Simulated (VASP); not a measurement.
## AlN: electric field gradients with LDA

The system is AlN.

```
CELL_PARAMETERS angstrom
0.00000 1.93844 1.97800
1.93844 0.00000 1.97800
1.93844 1.93844 0.00000
ATOMIC_POSITIONS crystal
Al 0.00000 0.00000 0.00000
N 0.50000 0.50000 0.50000
```

This cell differs from its parent crystal: equal xx and yy strain of -2 %.

| Property | Result |
| --- | --- |
| Program | VASP 6.6.1 |
| Task | electric field gradients |
| Functional | LDA |
| Potentials or basis | VASP PAW LDA potentials, release 64 (Al, N) |
| Cutoff | 520 eV |
| k mesh | 10 × 10 × 10 |
| Occupations | fermi-dirac, width 0.02 eV |
| Spin | no spin polarisation |
| Dipole correction | no |
| Further INCAR settings | ALGO = Normal; EDIFF = 1e-08; NBANDS = 11 |

The pressure is 27.8 GPa. The band gap on the k mesh is 4.83 eV, indirect (least direct gap 7.29 eV).

Stress tensor (GPa, compression positive):
```
31.08  0.00  0.00
 0.00 31.08  0.00
 0.00  0.00 21.37
```

Levels at points of the mesh, in eV from the valence-band top:
```csv
k point,band 1,band 2,band 3,band 4,band 5,band 6,band 7,band 8
"(0.00, 0.00, 0.00)",-18.50,-0.13,-0.13,0.00,7.29,12.07,12.36,12.36
"(0.50, 0.00, 0.00)",-14.72,-9.14,-1.44,-1.34,6.71,11.37,11.85,14.61
"(0.50, 0.50, 0.00)",-13.69,-8.32,-3.07,-3.07,5.03,5.59,14.96,18.77
"(0.50, 0.00, 0.50)",-13.49,-8.21,-3.37,-3.11,4.83,5.37,15.21,18.18
```

Electric field gradients, principal values (V/Å²):
```tsv
atom	least	middle	greatest (by size)
1 Al	-4.421	-4.421	8.841
2 N	-1.565	-1.566	3.131
```

Run time: 16 s on 1 thread of Intel Xeon 8259CL, on a shared host, peak memory 0.13 GiB.

Caveat: the cell differs from its parent crystal (equal xx and yy strain of -2 %); without QUAD_EFG the Cq values of the log hold for a quadrupole moment of 1 mb, not for the nuclei. A k mesh can miss the band edges.
